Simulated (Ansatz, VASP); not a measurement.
## One calculation of Cl, two programs

The input INCAR:

```
SYSTEM = Cl
PREC = Accurate
ENCUT = 520
EDIFF = 1E-6
ISMEAR = -1
SIGMA = 0.08
LREAL = .False.
LASPH = .True.
NELM = 60
ALGO = Normal
ISIF = 2
LWAVE = .False.
LCHARG = .False.
GGA = CA
NBANDS = 14
```

Contents of KPOINTS:

```
Automatic mesh
0
Gamma
  11 11 11
  0 0 0
```

File POSCAR:

```
Cl
1.0
    0.0000000000      2.6091843357      2.6091843357
    2.6091843357      0.0000000000      2.6091843357
    2.6091843357      2.6091843357      0.0000000000
Cl
2
Direct
   -0.1250000000     -0.1250000000     -0.1250000000
    0.1250000000      0.1250000000      0.1250000000
```

Input for Ansatz:

```yaml
crystal:
  lattice:
    - [0.0, 2.6091843357, 2.6091843357]
    - [2.6091843357, 0.0, 2.6091843357]
    - [2.6091843357, 2.6091843357, 0.0]
  atoms:
    - { symbol: Cl, position: [-0.125, -0.125, -0.125] }
    - { symbol: Cl, position: [0.125, 0.125, 0.125] }
kpoints:
  mp_grid: { grid: [11, 11, 11] }
scf:
  occupations: { method: fermi_dirac, width: 0.08 }
hamiltonian:
  xc: lda
  pseudopotentials: { kind: all_electron, lapw: { basis_error: 0.001 } }
output:
  forces: true
  stress: true
  eigenvalues: true
  populations: true
```

Change from the starting cell: volume scaled by 0.6, LAPW.

Alike in both runs: task single point; functional LDA; k mesh 11 × 11 × 11; occupations fermi-dirac, width 0.08 eV; no spin polarisation.

|  | VASP | Ansatz |
| --- | --- | --- |
| version | VASP 6.6.1 | Ansatz 0.2.0 |
| potentials or method | VASP PAW LDA potentials, release 64 (Cl), cutoff 520 eV | all-electron LAPW, scalar-relativistic |

VASP gave:

| Property | Result |
| --- | --- |
| pressure (GPa) | 38.8 |

What did Ansatz give for the same quantities?

Pressure (GPa): 38.7.

LDA's correlation is that of Perdew and Zunger in VASP and of Perdew and Wang (1992) in Ansatz. Both programs put the cell under a high pressure, so it lies far from rest at this level. Ansatz ran all-electron here, and VASP with PAW potentials.
